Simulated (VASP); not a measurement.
Wanted: the native input for a VASP 6.6.1 run.

| Quantity | Value |
| --- | --- |
| Task | relaxation of cell and atoms |
| Functional | PBEsol |
| Dispersion | D3(BJ) |
| Potentials or basis | VASP PAW PBE potentials, release 64 (In_d, Se) |
| Cutoff | 500 eV |
| k mesh | 6 × 6 × 6 |
| Occupations | gaussian, width 0.01 eV |
| Spin | no spin polarisation |
| Dipole correction | no |
| Further INCAR settings | ALGO = Normal; EDIFF = 1e-07; IBRION = 2; EDIFFG = -0.01; NSW = 80; ISIF = 3 |

The structure of InSe lies in POSCAR:

```
InSe
1.0
    2.0000000000      1.1547005384      8.4400000000
   -2.0000000000      1.1547005384      8.4400000000
    0.0000000000     -2.3094010768      8.4400000000
In Se
2 2
Direct
    0.0000000000      0.0000000000      0.0000000000
    0.8885996667      0.8885996667      0.8885996667
    0.3835003333      0.3835003333      0.3835003333
    0.1719000000      0.1719000000      0.1719000000
```

One way to write it, as run:

INCAR

```
SYSTEM = InSe
PREC = Accurate
ENCUT = 500
EDIFF = 1E-7
ISMEAR = 0
SIGMA = 0.01
LREAL = .FALSE.
LASPH = .TRUE.
NELM = 120
ALGO = Normal
ISIF = 3
LWAVE = .FALSE.
LCHARG = .FALSE.
GGA = PS
IVDW = 12
IBRION = 2
NSW = 80
EDIFFG = -0.01
GGA_COMPAT = .FALSE.
NELMIN = 4
```

KPOINTS

```
regular mesh
0
G
  6 6 6
  0 0 0
```

Potentials or basis: VASP PAW PBE potentials, release 64 (In_d, Se).

The run is started by

```bash
$ cat potpaw_PBE.64/In_d/POTCAR potpaw_PBE.64/Se/POTCAR > POTCAR
$ mpirun -np 1 vasp_std > vasp.out
```

Results of the run:

| Item | Value |
| --- | --- |
| Relaxed volume | 27.40 Å³/atom |
| Relaxed cell | a = 8.376 Å, b = 8.376 Å, c = 8.376 Å, α = 27.37°, β = 27.37°, γ = 27.37° |
| Space group after relaxing (to 0.1 Å) | R3m (No. 160) |
| Energy gained by relaxing | 12.2 meV/atom |
| Ionic steps | 16 |
| Pressure after relaxing | 0.0 GPa |
| Largest force after relaxing | 0.008 eV/Å |
| Band gap on the k mesh | 0.32 eV |
| Dispersion energy per atom | -0.309 eV |

Caveat: the PAW data sets were made with another functional, which shifts forces and pressure a little; spin-orbit coupling is left out, which moves the levels of the heavy elements.

Wall time 18 min on 1 thread of Intel(R) Xeon(R) 6975P-C (Granite Rapids), on a shared host, peak memory 0.66 GiB.
